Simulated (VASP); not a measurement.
# SnSe2 (R3m) in VASP: notebook

Aim: see how the results for SnSe2 move with the level of theory and the settings. Levels: PBE, PBEsol. Tasks: single point.

Everything below comes from runs of VASP 6.6.1. Logs are shortened: lines on timing, memory, paths and dates and some standing lists are left out, and cuts for length are marked.

## (1) The cell of the first run

Symmetry: R3m, No. 160, trigonal system. The conventional cell has a = 3.790 Å, b = 3.790 Å, c = 18.081 Å, α = 90.00°, β = 90.00°, γ = 120.00°. Sn (site symmetry 3m) has 6 Se at 2.77 to 2.78 Å and 6 Sn at 3.79 Å within 3.8 Å. Se (site symmetry 3m) has 3 Sn at 2.78 Å and 10 Se at 3.41 to 3.79 Å within 3.8 Å. Se (site symmetry 3m) has 3 Sn at 2.77 Å and 10 Se at 3.41 to 3.79 Å within 3.8 Å.

## (2) Single point, PBE

INCAR reads:

```
PREC = Accurate ; ENCUT = 520
EDIFF = 1E-6 ; ISMEAR = -1
SIGMA = 0.02 ; LREAL = F
LASPH = T ; NELM = 60
ALGO = Normal ; ISIF = 2
LWAVE = F ; LCHARG = F
GGA = PE ; NBANDS = 20
```

KPOINTS reads:

```
regular mesh
0
Gamma
  6 6 6
```

POSCAR reads:

```
SnSe2
1.0
    1.8950116506      1.0940854866      6.0269119705
   -1.8950116506      1.0940854866      6.0269119705
    0.0000000000     -2.1881709732      6.0269119705
Sn Se
1 2
Direct
   -0.0002292479     -0.0002292479     -0.0002292479
    0.4278747020      0.4278747020      0.4278747020
    0.2390212128      0.2390212128      0.2390212128
```

Potentials or basis: VASP PAW PBE potentials, release 64 (Sn_d, Se).

Started as:

```bash
> cat potpaw_PBE.64/Sn_d/POTCAR potpaw_PBE.64/Se/POTCAR > POTCAR
> mpirun -np 1 vasp_std > vasp.out
```

OUTCAR:

```text
PREC = Accurate
   ENCUT = 520
   EDIFF = 1E-6
   ISMEAR = -1
   LREAL = F
   LASPH = T
   NELM = 60
   ISIF = 2
   GGA = PE

 ion  position               nearest neighbor table
   1  1.000  1.000  1.000-   3 2.77   3 2.77   3 2.77   2 2.78   2 2.78   2 2.78
   2  0.428  0.428  0.428-   1 2.78   1 2.78   1 2.78
   3  0.239  0.239  0.239-   1 2.77   1 2.77   1 2.77

  LATTYP: Found a trigonal (rhomboedric) cell.
 ALAT       =     6.4118452966
 COS(alpha) =     0.8253020962

  Lattice vectors:

 A1 = (   1.8950116506,   1.0940854866,   6.0269119705)
 A2 = (  -1.8950116506,   1.0940854866,   6.0269119705)
 A3 = (   0.0000000000,  -2.1881709732,   6.0269119705)

Analysis of symmetry for initial positions (statically):
=====================================================================
 Subroutine PRICEL returns:
 Original cell was already a primitive cell.

 Routine SETGRP: Setting up the symmetry group for a
 trigonal (rhombohedral) supercell.

 Subroutine GETGRP returns: Found  6 space group operations
 (whereof  6 operations were pure point group operations)
 out of a pool of 12 trial point group operations.

The static configuration has the point symmetry C_3v.

Analysis of symmetry for dynamics (positions and initial velocities):
=====================================================================
 Subroutine PRICEL returns:
 Original cell was already a primitive cell.

 Routine SETGRP: Setting up the symmetry group for a
 trigonal (rhombohedral) supercell.

 Subroutine GETGRP returns: Found  6 space group operations
 (whereof  6 operations were pure point group operations)
 out of a pool of 12 trial point group operations.

The dynamic configuration has the point symmetry C_3v.

 Subroutine INISYM returns: Found  6 space group operations
 (whereof  6 operations are pure point group operations),
 and found     1 'primitive' translations

----------------------------------------------------------------------------------------

                                     Primitive cell

  volume of cell :      74.9738

  direct lattice vectors                    reciprocal lattice vectors
     1.895011651  1.094085487  6.026911970     0.263850621  0.152334227  0.055307483
    -1.895011651  1.094085487  6.026911970    -0.263850621  0.152334227  0.055307483
     0.000000000 -2.188170973  6.026911970     0.000000000 -0.304668454  0.055307483
[... 76 lines left out ...]
 SYSTEM =  unknown system
   PREC   = accura    normal or accurate (medium, high low for compatibility)
   ISTART =      0    job   : 0-new  1-cont  2-samecut
   ICHARG =      2    charge: 1-file 2-atom 10-const
   ISPIN  =      1    spin polarized calculation?
   LNONCOLLINEAR =      F non collinear calculations
   LSORBIT =      F    spin-orbit coupling
   LASPH  =      T    aspherical Exc in radial PAW
   ENCUT  =  520.0 eV  38.22 Ry    6.18 a.u.  11.92 11.92 11.92*2*pi/ulx,y,z
   NELM   =     60;   NELMIN=  2; NELMDL= -5     # of ELM steps
   EDIFF  = 0.1E-05   stopping-criterion for ELM
   LREAL  =      F    real-space projection
   EDIFFG = 0.1E-04   stopping-criterion for IOM
   NSW    =      0    number of steps for IOM
   IBRION =     -1    ionic relax: 0-MD 1-quasi-New 2-CG
   NFREE  =      0    steps in history (QN), initial steepest desc. (CG)
   ISIF   =      2    stress and relaxation
   ISYM   =      2    0-nonsym 1-usesym 2-fastsym
   POTIM  = 0.5000    time-step for ionic-motion
   TEBEG  =    0.0;   TEEND  =   0.0 temperature during run
   PSTRESS=    0.0 pullay stress
   NELECT =      26.0000    total number of electrons
   NUPDOWN=      -1.0000    fix difference up-down
   EMIN   =  10.00;   EMAX   =-10.00  energy-range for DOS
   EFERMI =   0.00;   METHOD = LEGACY
   ISMEAR =    -1;   SIGMA  =   0.02  broadening in eV -4-tet -1-fermi 0-gaus
   EFERMI_NEDOS =   21; number of points for ismear=-14 and -15
   IALGO  =     38    algorithm
   IMIX   =      4    mixing-type and parameters
     AMIX     =   0.40;   BMIX     =  1.00
     AMIX_MAG =   1.60;   BMIX_MAG =  1.00
  volume/ion in A,a.u.               =      24.99       168.65
  Fermi-wavevector in a.u.,A,eV,Ry     =   1.150172  2.173510 17.999094  1.322896
  Thomas-Fermi vector in A             =   2.286838
   LORBIT       =      0    0 simple, 1 ext, 2 COOP (PROOUT), +10 PAW based schemes
   GGA     = PE    functional components
   LHFCALC =     F    Hartree Fock is set to
   AEXX    =    0.0000 exact exchange contribution
   IVDW    =     0    specifies the selected vdW correction
   LEPSILON=     F    determine dielectric tensor
   LRPA    =     F    only Hartree local field effects (RPA)
 non-spin polarized calculation
  energy-cutoff  :      520.00
  volume of cell :       74.97
 maximum number of plane-waves:      2033
   NGX = 23   NGY = 23   NGZ = 23

 number of electron      26.0000003 magnetization

 Free energy of the ion-electron system (eV)
  ---------------------------------------------------
  ext. energy  EPLUGINS =         0.00000000
  ---------------------------------------------------
  free energy    TOTEN  =       -11.14126960 eV

  energy without entropy =      -11.13972010  energy(sigma->0) =      -11.14049485

 E-fermi :   5.1669     XC(G=0):  -9.7494

 val. band max:        5.1557799112   @ k =  -0.3333   0.3333   0.3333
 cond. band min:       5.1939405848   @ k =   0.1667   0.0000   0.0000
 fundamental gap:      0.0381606737
 Fermi energy:         5.1669182269

 k-point     1 :       0.0000    0.0000    0.0000
  band No.  band energies     occupation
      1     -16.6912      2.00000
      2     -16.6912      2.00000
      3     -16.6253      2.00000
      4     -16.6209      2.00000
      5     -16.6209      2.00000
      6      -9.2621      2.00000
[... 541 lines left out ...]
     19      13.0474      0.00000
     20      14.2920      0.00000

 [... further k-points ...]
[... 5 lines left out ...]
  --------------------------------------------------------------------------------------
  -------------------------------------------------------------------------------------
  Total        1.5182940      1.5182940      0.8884813     -0.0000000     -0.0000000      0.0000000
  in kB       32.4457043     32.4457043     18.9867073     -0.0000000     -0.0000000      0.0000000
  external PRESSURE =      27.9593719 kB  Pullay stress =       0.0000000 kB

 VOLUME and BASIS-vectors are now :
 -----------------------------------------------------------------------------
  energy-cutoff  :      520.00
  volume of cell :       74.97
      direct lattice vectors                 reciprocal lattice vectors
     1.895011651  1.094085487  6.026911970     0.263850621  0.152334227  0.055307483
    -1.895011651  1.094085487  6.026911970    -0.263850621  0.152334227  0.055307483
     0.000000000 -2.188170973  6.026911970     0.000000000 -0.304668454  0.055307483

 POSITION                                       TOTAL-FORCE (eV/Angst)
 -----------------------------------------------------------------------------------
      0.00000      0.00000     18.07659         0.000000      0.000000     -0.006049
      0.00000      0.00000      7.73629         0.000000      0.000000      0.324946
      0.00000      0.00000      4.32168         0.000000     -0.000000     -0.318898
 -----------------------------------------------------------------------------------
    total drift:                               -0.000000     -0.000000      0.000443

  FREE ENERGIE OF THE ION-ELECTRON SYSTEM (eV)
  ---------------------------------------------------
  free  energy   TOTEN  =       -11.1412695986 eV

  energy  without entropy=      -11.1397201033  energy(sigma->0) =      -11.14049485
```

OSZICAR:

```text
N       E                     dE             d eps       ncg     rms          rms(c)
DAV:   1     0.208330815262E+03    0.20833E+03   -0.12094E+04  1328   0.151E+03
DAV:   2     0.125610261604E+02   -0.19577E+03   -0.18893E+03  1356   0.396E+02
DAV:   3    -0.105865175726E+02   -0.23148E+02   -0.22659E+02  1552   0.114E+02
DAV:   4    -0.113900557555E+02   -0.80354E+00   -0.80168E+00  1548   0.219E+01
DAV:   5    -0.114095673918E+02   -0.19512E-01   -0.19509E-01  1776   0.365E+00    0.476E+00
DAV:   6    -0.111540670539E+02    0.25550E+00   -0.61973E-01  1784   0.714E+00    0.303E+00
DAV:   7    -0.111414714201E+02    0.12596E-01   -0.12280E-01  1456   0.184E+00    0.111E+00
DAV:   8    -0.111409676473E+02    0.50377E-03   -0.10886E-02  1616   0.842E-01    0.281E-01
DAV:   9    -0.111412461310E+02   -0.27848E-03   -0.19889E-03  1460   0.292E-01    0.819E-02
DAV:  10    -0.111412454343E+02    0.69674E-06   -0.19049E-04  1536   0.852E-02    0.333E-02
DAV:  11    -0.111412703232E+02   -0.24889E-04   -0.45391E-05  1400   0.432E-02    0.131E-02
DAV:  12    -0.111412695986E+02    0.72456E-06   -0.15611E-06  1296   0.811E-03
   1 F= -.11141270E+02 E0= -.11140495E+02  d E =-.154950E-02
```

Run time: 2.2 min. Hardware: 1 thread of Intel Xeon 8259CL, shared host; peak memory 0.33 GiB.

What came out:

```yaml
Free_energy: -11.1413 eV
Pressure: 2.8 GPa
Largest_force: 0.325 eV/Å
Band_gap_on_the_k_mesh: zero (bands 13 and 14 overlap by 0.68 eV)
```

Forces on the atoms (eV/Å):
```
Sn   0.000  0.000 -0.006
Se   0.000  0.000  0.325
Se   0.000  0.000 -0.319
```

Caveat: semilocal functionals underestimate gaps, so a narrow gap can read as zero; spin-orbit coupling is left out, which moves the levels of the heavy elements.

## (3) Single point, PBEsol

INCAR reads:

```
PREC = Accurate
ENCUT = 520
EDIFF = 1E-7
ISMEAR = -1
SIGMA = 0.02
LREAL = F
LASPH = T
NELM = 80
ALGO = Normal
ISIF = 2
LWAVE = F
LCHARG = F
GGA = PS
NBANDS = 20
```

KPOINTS reads:

```
Automatic mesh
0
Gamma
  6 6 6
```

POSCAR is that of step 2.

Potentials or basis: VASP PAW PBE potentials, release 64 (Sn_d, Se).

Started as:

```bash
> cat potpaw_PBE.64/Sn_d/POTCAR potpaw_PBE.64/Se/POTCAR > POTCAR
> mpirun -np 1 vasp_std > vasp.out
```

OUTCAR:

```text
PREC = Accurate
   ENCUT = 520
   EDIFF = 1E-7
   ISMEAR = -1
   LREAL = F
   LASPH = T
   NELM = 80
   ISIF = 2
   GGA = PS

 ion  position               nearest neighbor table
   1  1.000  1.000  1.000-   3 2.77   3 2.77   3 2.77   2 2.78   2 2.78   2 2.78
   2  0.428  0.428  0.428-   1 2.78   1 2.78   1 2.78
   3  0.239  0.239  0.239-   1 2.77   1 2.77   1 2.77

  LATTYP: Found a trigonal (rhomboedric) cell.
 ALAT       =     6.4118452966
 COS(alpha) =     0.8253020962

  Lattice vectors:

 A1 = (   1.8950116506,   1.0940854866,   6.0269119705)
 A2 = (  -1.8950116506,   1.0940854866,   6.0269119705)
 A3 = (   0.0000000000,  -2.1881709732,   6.0269119705)

Analysis of symmetry for initial positions (statically):
=====================================================================
 Subroutine PRICEL returns:
 Original cell was already a primitive cell.

 Routine SETGRP: Setting up the symmetry group for a
 trigonal (rhombohedral) supercell.

 Subroutine GETGRP returns: Found  6 space group operations
 (whereof  6 operations were pure point group operations)
 out of a pool of 12 trial point group operations.

The static configuration has the point symmetry C_3v.

Analysis of symmetry for dynamics (positions and initial velocities):
=====================================================================
 Subroutine PRICEL returns:
 Original cell was already a primitive cell.

 Routine SETGRP: Setting up the symmetry group for a
 trigonal (rhombohedral) supercell.

 Subroutine GETGRP returns: Found  6 space group operations
 (whereof  6 operations were pure point group operations)
 out of a pool of 12 trial point group operations.

The dynamic configuration has the point symmetry C_3v.

 Subroutine INISYM returns: Found  6 space group operations
[... 106 lines left out ...]
   ISYM   =      2    0-nonsym 1-usesym 2-fastsym
   POTIM  = 0.5000    time-step for ionic-motion
   TEBEG  =    0.0;   TEEND  =   0.0 temperature during run
   PSTRESS=    0.0 pullay stress
   NELECT =      26.0000    total number of electrons
   NUPDOWN=      -1.0000    fix difference up-down
   EMIN   =  10.00;   EMAX   =-10.00  energy-range for DOS
   EFERMI =   0.00;   METHOD = LEGACY
   ISMEAR =    -1;   SIGMA  =   0.02  broadening in eV -4-tet -1-fermi 0-gaus
   EFERMI_NEDOS =   21; number of points for ismear=-14 and -15
   IALGO  =     38    algorithm
   IMIX   =      4    mixing-type and parameters
     AMIX     =   0.40;   BMIX     =  1.00
     AMIX_MAG =   1.60;   BMIX_MAG =  1.00
  volume/ion in A,a.u.               =      24.99       168.65
  Fermi-wavevector in a.u.,A,eV,Ry     =   1.150172  2.173510 17.999094  1.322896
  Thomas-Fermi vector in A             =   2.286838
   LORBIT       =      0    0 simple, 1 ext, 2 COOP (PROOUT), +10 PAW based schemes
   GGA     = PS    functional components
   LHFCALC =     F    Hartree Fock is set to
   AEXX    =    0.0000 exact exchange contribution
   IVDW    =     0    specifies the selected vdW correction
   LEPSILON=     F    determine dielectric tensor
   LRPA    =     F    only Hartree local field effects (RPA)
 non-spin polarized calculation
  energy-cutoff  :      520.00
  volume of cell :       74.97
 maximum number of plane-waves:      2033
   NGX = 23   NGY = 23   NGZ = 23

 number of electron      26.0000003 magnetization

 Free energy of the ion-electron system (eV)
  ---------------------------------------------------
  ext. energy  EPLUGINS =         0.00000000
  ---------------------------------------------------
  free energy    TOTEN  =       -12.34525827 eV

  energy without entropy =      -12.34404303  energy(sigma->0) =      -12.34465065

 E-fermi :   5.0130     XC(G=0):  -9.9250

 val. band max:        4.9858159740   @ k =  -0.3333   0.3333   0.3333
 cond. band min:       5.0677842044   @ k =   0.1667   0.0000   0.0000
 fundamental gap:      0.0819682304
 Fermi energy:         5.0129535314

 k-point     1 :       0.0000    0.0000    0.0000
  band No.  band energies     occupation
      1     -16.6927      2.00000
      2     -16.6927      2.00000
      3     -16.6292      2.00000
      4     -16.6241      2.00000
      5     -16.6241      2.00000
      6      -9.4119      2.00000
[... 541 lines left out ...]
     19      12.8271      0.00000
     20      14.0842      0.00000

 [... further k-points ...]
[... 5 lines left out ...]
  --------------------------------------------------------------------------------------
  -------------------------------------------------------------------------------------
  Total        0.1296343      0.1296343     -0.7382417      0.0000000      0.0000000      0.0000000
  in kB        2.7702645      2.7702645    -15.7761099      0.0000000      0.0000000      0.0000000
  external PRESSURE =      -3.4118603 kB  Pullay stress =       0.0000000 kB

 VOLUME and BASIS-vectors are now :
 -----------------------------------------------------------------------------
  energy-cutoff  :      520.00
  volume of cell :       74.97
      direct lattice vectors                 reciprocal lattice vectors
     1.895011651  1.094085487  6.026911970     0.263850621  0.152334227  0.055307483
    -1.895011651  1.094085487  6.026911970    -0.263850621  0.152334227  0.055307483
     0.000000000 -2.188170973  6.026911970     0.000000000 -0.304668454  0.055307483

 POSITION                                       TOTAL-FORCE (eV/Angst)
 -----------------------------------------------------------------------------------
      0.00000      0.00000     18.07659         0.000000      0.000000     -0.009977
      0.00000      0.00000      7.73629         0.000000     -0.000000      0.243631
      0.00000      0.00000      4.32168         0.000000      0.000000     -0.233654
 -----------------------------------------------------------------------------------
    total drift:                               -0.000000     -0.000000      0.000360

  FREE ENERGIE OF THE ION-ELECTRON SYSTEM (eV)
  ---------------------------------------------------
  free  energy   TOTEN  =       -12.3452582667 eV

  energy  without entropy=      -12.3440430281  energy(sigma->0) =      -12.34465065
```

Wall time 2.5 min (1 thread of Intel Xeon 8259CL, shared host); peak memory 0.33 GiB.

Results:

| Item | Value |
| --- | --- |
| Free energy | -12.3453 eV |
| Pressure | -0.3 GPa |
| Largest force | 0.244 eV/Å |
| Band gap on the k mesh | zero (bands 13 and 14 overlap by 0.76 eV) |

Forces on the atoms (eV/Å):
```
Sn   0.000  0.000 -0.010
Se   0.000  0.000  0.244
Se   0.000  0.000 -0.234
```

Stress tensor (GPa, compression positive):
```
 0.28  0.00  0.00
 0.00  0.28  0.00
 0.00  0.00 -1.58
```

Caveat: semilocal functionals underestimate gaps, so a narrow gap can read as zero; the PAW data sets were made with another functional, which shifts forces and pressure a little; spin-orbit coupling is left out, which moves the levels of the heavy elements.

## (4) Single point, PBE

INCAR reads:

```
SYSTEM = SnSe2
PREC     = Accurate       ! precision mode
ENCUT    = 520            ! plane-wave cutoff, eV
EDIFF    = 1E-6           ! SCF threshold, eV
ISMEAR   = 1              ! smearing method
SIGMA    = 0.2            ! smearing width, eV
LREAL    = .False.        ! projectors in reciprocal space
LASPH    = .True.         ! aspherical terms in the spheres
NELM     = 80             ! most SCF steps
ALGO     = Normal         ! electronic algorithm
ISIF     = 2              ! what is computed and relaxed
LWAVE    = .False.        ! write WAVECAR
LCHARG   = .False.        ! write CHGCAR
GGA      = PE             ! functional
NBANDS   = 20             ! bands
```

KPOINTS reads:

```
regular mesh
0
Gamma
  6 6 6
  0 0 0
```

POSCAR is that of step 3.

Started as:

```bash
> cat potpaw_PBE.64/Sn_d/POTCAR potpaw_PBE.64/Se/POTCAR > POTCAR
> mpirun -np 1 vasp_std > vasp.out
```

It took 1.9 min on 1 thread of Intel Xeon 8259CL, shared host; peak memory 0.33 GiB.

Results (log left out):

| Property | Result |
| --- | --- |
| Free energy | -11.1406 eV |
| Pressure | 2.8 GPa |
| Largest force | 0.311 eV/Å |
| Band gap on the k mesh | zero (bands 13 and 14 overlap by 0.68 eV) |

Forces on the atoms (eV/Å):
```
Sn   0.000  0.000 -0.004
Se   0.000  0.000  0.311
Se   0.000  0.000 -0.307
```

Stress tensor (GPa, compression positive):
```
3.25 0.00 0.00
0.00 3.25 0.00
0.00 0.00 1.88
```

Levels at points of the mesh, in eV from the Fermi level:
| k point | band 11 | band 12 | band 13 | band 14 | band 15 | band 16 |
| --- | --- | --- | --- | --- | --- | --- |
| (0.00, 0.00, 0.00) | -0.69 | -0.63 | -0.63 | -0.44 | 3.90 | 3.90 |
| (0.50, 0.00, 0.00) | -2.44 | -1.53 | -1.50 | 0.34 | 1.82 | 4.01 |
| (0.50, 0.50, 0.00) | -2.89 | -1.75 | -0.66 | 0.60 | 2.51 | 3.85 |
| (0.50, 0.50, 0.50) | -1.38 | -0.18 | -0.18 | 1.38 | 3.26 | 3.73 |

Caveat: semilocal functionals underestimate gaps, so a narrow gap can read as zero; spin-orbit coupling is left out, which moves the levels of the heavy elements.

## (5) The runs side by side

```tsv
level	smearing	gap on the mesh (eV)	pressure (GPa)	largest force (eV/Å)
PBE	fermi-dirac 0.02 eV	none	2.8	0.32
PBEsol	fermi-dirac 0.02 eV	none	-0.3	0.24
PBE	methfessel-paxton 0.2 eV	none	2.8	0.31
```

Alike in all rows: task single point; potentials or basis VASP PAW PBE potentials, release 64 (Sn_d, Se); no spin polarisation; cell as given; k mesh 6 × 6 × 6; cutoff (eV) 520.

The pressure there spans -0.3 GPa (PBEsol) to 2.8 GPa (PBE); a positive pressure means that this level wants a larger cell, a negative one a smaller.

Caveats: semilocal functionals underestimate gaps, so a narrow gap can read as zero; spin-orbit coupling is left out, which moves the levels of the heavy elements; the PAW data sets were made with another functional, which shifts forces and pressure a little (at least some runs).

Absolute energies hang on the potentials; compare differences alone.
